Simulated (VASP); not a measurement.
# BeS (I-4m2) in VASP: further runs, part 2 of 2

VASP 6.6.1. The steps go on from the part before.

### 6 Single point, r2SCAN (in-plane strain -0.01)

Input file POSCAR:

```
BeS
1.0
    2.4098822536      2.4098822536      0.0000000000
   -2.4098822536      2.4098822536      0.0000000000
    0.0000000000      2.4098822536      2.4488298455
Be S
1 1
Direct
    0.0000000000      0.0000000000      0.0000000000
    0.7500000000      0.2500000000      0.5000000000
```

Input file INCAR.step1:

```
PREC     = Accurate       # precision mode
ENCUT    = 520            # plane-wave cutoff, eV
ISMEAR   = 0              # smearing method
SIGMA    = 0.01           # smearing width, eV
LREAL    = False          # projectors in reciprocal space
LASPH    = True           # aspherical terms in the spheres
NELM     = 100            # most SCF steps
NBANDS   = 11             # bands
GGA      = PE             # functional
ALGO     = Normal         # electronic algorithm
EDIFF    = 1E-4           # SCF threshold, eV
LWAVE    = True           # write WAVECAR
LCHARG   = False          # write CHGCAR
```

Input file INCAR.step2:

```
PREC     = Accurate       # precision mode
ENCUT    = 520            # plane-wave cutoff, eV
EDIFF    = 1E-6           # SCF threshold, eV
ISMEAR   = 0              # smearing method
SIGMA    = 0.01           # smearing width, eV
LREAL    = False          # projectors in reciprocal space
LASPH    = True           # aspherical terms in the spheres
NELM     = 100            # most SCF steps
ALGO     = Normal         # electronic algorithm
ISIF     = 2              # what is computed and relaxed
LWAVE    = False          # write WAVECAR
LCHARG   = False          # write CHGCAR
METAGGA  = R2SCAN         # meta-GGA
LMIXTAU  = True         
NBANDS   = 11             # bands
ISTART   = 1
```

Input file KPOINTS:

```
Automatic mesh
0
Gamma
  8 8 8
```

Potentials or basis: VASP PAW PBE potentials, release 64 (Be, S).

On the command line:

```console
> cat potpaw_PBE.64/Be/POTCAR potpaw_PBE.64/S/POTCAR > POTCAR
> cp INCAR.step1 INCAR
> mpirun -np 1 vasp_std > vasp.out
> cp INCAR.step2 INCAR
> mpirun -np 1 vasp_std > vasp.out
```

OUTCAR:

```text
PREC = Accurate
   ENCUT = 520
   EDIFF = 1E-6
   ISMEAR = 0
   LREAL = False
   LASPH = True
   NELM = 100
   ISIF = 2
   METAGGA = R2SCAN
   ISTART = 1

 ion  position               nearest neighbor table
   1  0.000  0.000  0.000-   2 2.10   2 2.10   2 2.10   2 2.10
   2  0.750  0.250  0.500-   1 2.10   1 2.10   1 2.10   1 2.10

  LATTYP: Found a body centered tetragonal cell.
 ALAT       =     3.4080881668
 C/A-ratio  =     1.4370695391

  Lattice vectors:

 A1 = (   2.4098822536,   0.0000000000,  -2.4488298455)
 A2 = (  -2.4098822536,   0.0000000000,  -2.4488298455)
 A3 = (   0.0000000000,   2.4098822536,   2.4488298455)

Analysis of symmetry for initial positions (statically):
=====================================================================
 Subroutine PRICEL returns:
 Original cell was already a primitive cell.

 Routine SETGRP: Setting up the symmetry group for a
 body centered tetragonal supercell.

 Subroutine GETGRP returns: Found  8 space group operations
 (whereof  8 operations were pure point group operations)
 out of a pool of 16 trial point group operations.

The static configuration has the point symmetry D_2d.

Analysis of symmetry for dynamics (positions and initial velocities):
[... 164 lines left out ...]
 fundamental gap:      3.4933547089
 Fermi energy:         4.1661144316

 k-point     1 :       0.0000    0.0000    0.0000
  band No.  band energies     occupation
      1     -10.3193      2.00000
      2       3.9350      2.00000
      3       4.0273      2.00000
      4       4.0273      2.00000
      5      10.2485      0.00000
      6      10.2485      0.00000
      7      10.2652      0.00000
      8      10.7082      0.00000
      9      17.2347      0.00000
     10      17.6096      0.00000
     11      19.9285      0.00000
[... 309 lines left out ...]
 k-point    24 :       0.3750    0.0000    0.1250
  band No.  band energies     occupation
      1      -9.2587      2.00000
      2      -0.0497      2.00000
      3       2.1389      2.00000
      4       3.4234      2.00000
      5      10.8368      0.00000
      6      11.4555      0.00000
      7      11.5348      0.00000
      8      13.9741      0.00000
      9      15.6282      0.00000
     10      18.9518      0.00000
     11      20.1439      0.00000

 [... further k-points ...]
[... 5 lines left out ...]
  --------------------------------------------------------------------------------------
  -------------------------------------------------------------------------------------
  Total        0.4007388      0.4007388      0.1064858      0.0000000      0.0000000      0.0000000
  in kB       22.5731285     22.5731285      5.9982147      0.0000000      0.0000000      0.0000000
  external PRESSURE =      17.0481572 kB  Pullay stress =       0.0000000 kB

 VOLUME and BASIS-vectors are now :
 -----------------------------------------------------------------------------
  energy-cutoff  :      520.00
  volume of cell :       28.44
      direct lattice vectors                 reciprocal lattice vectors
     2.409882254  2.409882254  0.000000000     0.207479017  0.207479017 -0.204179151
    -2.409882254  2.409882254  0.000000000    -0.207479017  0.207479017 -0.204179151
     0.000000000  2.409882254  2.448829846     0.000000000  0.000000000  0.408358303

 POSITION                                       TOTAL-FORCE (eV/Angst)
 -----------------------------------------------------------------------------------
      0.00000      0.00000      0.00000         0.000000     -0.000000      0.000000
      1.20494      3.61482      1.22441        -0.000000      0.000000      0.000000
 -----------------------------------------------------------------------------------
    total drift:                               -0.000000      0.000000     -0.000000

  FREE ENERGIE OF THE ION-ELECTRON SYSTEM (eV)
  ---------------------------------------------------
  free  energy   TOTEN  =       -14.7823766331 eV

  energy  without entropy=      -14.7823766331  energy(sigma->0) =      -14.78237663
```

OUTCAR.step1:

```text
PREC = Accurate
   ENCUT = 520
   ISMEAR = 0
   LREAL = False
   LASPH = True
[... 559 lines left out ...]
      0.00000      0.00000      0.00000        -0.000000     -0.000000      0.000000
      1.20494      3.61482      1.22441         0.000000      0.000000      0.000000
 -----------------------------------------------------------------------------------
    total drift:                                0.000000      0.000000      0.000000

  FREE ENERGIE OF THE ION-ELECTRON SYSTEM (eV)
  ---------------------------------------------------
  free  energy   TOTEN  =       -10.0085927431 eV

  energy  without entropy=      -10.0085927431  energy(sigma->0) =      -10.00859274
```

Wall time 76 s (1 thread of Intel Xeon 8259CL, shared host); peak memory 0.17 GiB.

Results:

| Property | Result |
| --- | --- |
| Free energy | -14.7824 eV |
| Pressure | 1.7 GPa |
| Band gap on the k mesh | 3.49 eV (least direct gap 6.22 eV) |

Stress tensor (GPa, compression positive):
```
2.26 0.00 0.00
0.00 2.26 0.00
0.00 0.00 0.60
```

Levels at points of the mesh, in eV from the valence-band top:
| k point | band 2 | band 3 | band 4 | band 5 | band 6 | band 7 |
| --- | --- | --- | --- | --- | --- | --- |
| (0.00, 0.00, 0.00) | -0.09 | 0.00 | 0.00 | 6.22 | 6.22 | 6.24 |
| (0.50, 0.00, 0.00) | -6.01 | -1.17 | -1.01 | 6.06 | 7.05 | 7.19 |
| (0.50, 0.50, 0.00) | -5.20 | -2.81 | -2.78 | 3.49 | 5.30 | 13.78 |
| (0.00, 0.00, 0.50) | -5.31 | -2.66 | -2.66 | 3.62 | 5.45 | 13.86 |

Caveat: the cell differs from its parent crystal (in-plane strain -0.01); the PAW data sets were made with another functional, which shifts forces and pressure a little. A k mesh can miss the band edges.

### 7 The runs side by side

```tsv
cell	gap on the mesh (eV)	pressure (GPa)
a = 3.374, b = 3.374, c = 3.429 Å, angles 60.5, 60.5, 90.0°, 2 atoms	3.38	3.2
a = 3.374, b = 3.374, c = 3.435 Å, angles 60.6, 60.6, 90.0°, 2 atoms	3.38	2.9
a = 3.408, b = 3.408, c = 3.439 Å, angles 60.3, 60.3, 90.0°, 2 atoms	3.49	1.5
a = 3.408, b = 3.408, c = 3.436 Å, angles 60.3, 60.3, 90.0°, 2 atoms	3.49	1.7
```

Alike in all rows: task single point; level r2SCAN; potentials or basis VASP PAW PBE potentials, release 64 (Be, S); no spin polarisation; k mesh 8 × 8 × 8; cutoff (eV) 520; smearing gaussian 0.01 eV.

Caveats: the PAW data sets were made with another functional, which shifts forces and pressure a little; the cell stands under pressure (at least some runs).

Total energies depend on the potentials used, so only differences within one code and one set of settings carry meaning.
